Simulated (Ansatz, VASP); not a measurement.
**One calculation of SiC, two programs**

```
CELL_PARAMETERS angstrom
3.22170 0.00000 0.00000
-1.61085 2.79007 0.00000
0.00000 0.00000 10.88190
ATOMIC_POSITIONS crystal
Si 0.66667 0.33333 0.93783
Si 0.33333 0.66667 0.43783
Si 0.00000 0.00000 0.68790
Si 0.00000 0.00000 0.18790
C 0.66667 0.33333 0.74982
C 0.33333 0.66667 0.24982
C 0.00000 0.00000 0.50045
C 0.00000 0.00000 0.00045
```

Alike in both runs: task single point; functional PBEsol; k mesh 12 × 12 × 4; occupations gaussian, width 0.05 eV; no spin polarisation.

|  | VASP | Ansatz |
| --- | --- | --- |
| version | VASP 6.6.1 | Ansatz 0.2.0 |
| potentials or method | VASP PAW PBE potentials, release 64 (Si, C), cutoff 520 eV | scalar-relativistic, plane waves, PAW |
| valence electrons in the cell | 32 | 32 |

|  | VASP | Ansatz | Ansatz less VASP |
| --- | --- | --- | --- |
| gap on the k mesh at the Fermi level (eV) | 1.92 | 1.92 | +0.007 |
| least direct gap on the mesh (eV) | 3.07 | 3.08 | +0.008 |
| pressure (GPa) | -26.3 | -26.5 | -0.26 |
| traceless stress, the component that is largest in VASP (GPa) | -6.93 | -6.86 | +0.070 |
| rms of the force components (eV/Å) | 0.017 | 0.018 | +0.0011 |

VASP's potentials were made for PBE, not for PBEsol, and Ansatz warns of the same on its side. Atom by atom the forces differ by 0.003 eV/Å (rms over components). With one functional, cell and mesh, what is left measures potentials, basis and numerics.
